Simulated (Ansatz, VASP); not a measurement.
Two plane-wave programs on SnGe2

```
CELL_PARAMETERS angstrom
3.74599 0.00000 0.00000
0.00000 3.74599 0.00000
0.00000 0.00000 5.08047
ATOMIC_POSITIONS crystal
Sn 0.50000 0.50000 0.00000
Ge 0.00000 0.50000 0.50000
Ge 0.50000 0.00000 0.50000
```

Alike in both runs: task single point; functional PBE; k mesh 4 × 4 × 4; occupations gaussian, width 0.1 eV; no spin polarisation.

|  | VASP | Ansatz |
| --- | --- | --- |
| version | VASP 6.6.1 | Ansatz 0.2.0 |
| potentials or method | VASP PAW PBE potentials, release 64 (Sn_d, Ge_d), cutoff 520 eV | scalar-relativistic, plane waves, PAW |
| valence electrons in the cell | 42 | 42 |

```tsv
	VASP	Ansatz	Ansatz less VASP
gap on the k mesh at the Fermi level (eV)	none	none	-
pressure (GPa)	1.3	1.3	-0.05
traceless stress, the component that is largest in VASP (GPa)	-0.43	-0.42	+0.005
```

A gap of «none» marks a metal or a gap that the smearing closes.

The k mesh is coarse, so the values compare programs but aren't converged.
